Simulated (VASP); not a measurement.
BiTe, 2 atoms in the cell. It takes space group Fm-3m (No. 225, cubic). Conventional cell: a = 6.555 Å, b = 6.555 Å, c = 6.555 Å, α = 90.00°, β = 90.00°, γ = 90.00°. Within 4.3 Å of Bi (site symmetry m-3m) lie 6 Te at 3.28 Å. Within 4.3 Å of Te (site symmetry m-3m) lie 6 Bi at 3.28 Å.  This cell differs from its parent crystal: volume scaled by 1.04.

```yaml
Program: VASP 6.6.1
Task: single point
Functional: LDA
Potentials_or_basis: VASP PAW LDA potentials, release 64 (Bi_d, Te)
Cutoff: 520 eV
k_mesh: 10 × 10 × 10
Occupations: fermi-dirac, width 0.08 eV
Spin: no spin polarisation
Dipole_correction: no
Further_INCAR_settings: ALGO = Normal; EDIFF = 1e-06; NBANDS = 18
```

Potentials or basis: VASP PAW LDA potentials, release 64 (Bi_d, Te).

The run is started by

```console
$ cat potpaw_LDA.64/Bi_d/POTCAR potpaw_LDA.64/Te/POTCAR > POTCAR
$ mpirun -np 1 vasp_std > vasp.out
```

Hardware: 1 thread of Intel(R) Xeon(R) 6975P-C (Granite Rapids) (shared host).

**Question.** How long does it take, and how much memory?

**Answer.** It took 17 s on 1 thread of Intel(R) Xeon(R) 6975P-C (Granite Rapids), on a shared host, peak memory 0.2 GiB. Counts: scf iterations 11, k points 47.
